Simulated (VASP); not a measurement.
Input of a VASP 6.6.1 run:

File INCAR:

```
PREC     = Accurate       # precision mode
ENCUT    = 520            # plane-wave cutoff, eV
EDIFF    = 1E-6           # SCF threshold, eV
ISMEAR   = 0              # smearing method
SIGMA    = 0.03           # smearing width, eV
LREAL    = False          # projectors in reciprocal space
LASPH    = True           # aspherical terms in the spheres
NELM     = 80             # most SCF steps
ALGO     = Normal         # electronic algorithm
ISIF     = 2              # what is computed and relaxed
LWAVE    = False          # write WAVECAR
LCHARG   = False          # write CHGCAR
GGA      = PE             # functional
NBANDS   = 43             # bands
```

Contents of KPOINTS:

```
regular mesh
0
Gamma
  9 9 6
```

POSCAR

```
Si2W
1.0
    4.6143995253      0.0000000000      0.0000000000
   -2.3071997627      3.9961872121      0.0000000000
    0.0000000000      0.0000000000      6.6468916183
Si W
6 3
Direct
    0.8551111253      0.7102222506      0.5000000000
    0.1448888747      0.8551111253      0.8333333333
    0.7102222506      0.8551111253      0.1666666667
    0.1448888747      0.2897777494      0.5000000000
    0.8551111253      0.1448888747      0.8333333333
    0.2897777494      0.1448888747      0.1666666667
    0.0000000000      0.5000000000      0.1666666667
    0.5000000000      0.5000000000      0.8333333333
    0.5000000000      0.0000000000      0.5000000000
```

Potentials or basis: VASP PAW PBE potentials, release 64 (Si, W_sv).

The run is started by

```sh
$ cat potpaw_PBE.64/Si/POTCAR potpaw_PBE.64/W_sv/POTCAR > POTCAR
$ mpirun -np 1 vasp_std > vasp.out
```

Predict the pressure.

3.3 GPa.

Estimate the band gap on the k mesh.

zero (band 33 reaches 12.38 eV, above the bottom of band 34 at 12.01 eV).

Predict the largest force.

3.043 eV/Å.

Forces in eV/Å, atoms in the order of the input:
```
Si   0.000 -3.043  0.000
Si   2.636 -1.522  0.000
Si  -2.636 -1.522  0.000
Si   0.000  3.043  0.000
Si  -2.636  1.522  0.000
Si   2.636  1.522  0.000
W    0.000  0.000  0.000
W    0.000  0.000  0.000
W    0.000  0.000  0.000
```

Caveat: spin-orbit coupling is left out, which moves the levels of the heavy elements; forces of over 1 eV/Å act on the atoms, so gaps and moduli don't describe the material at rest.
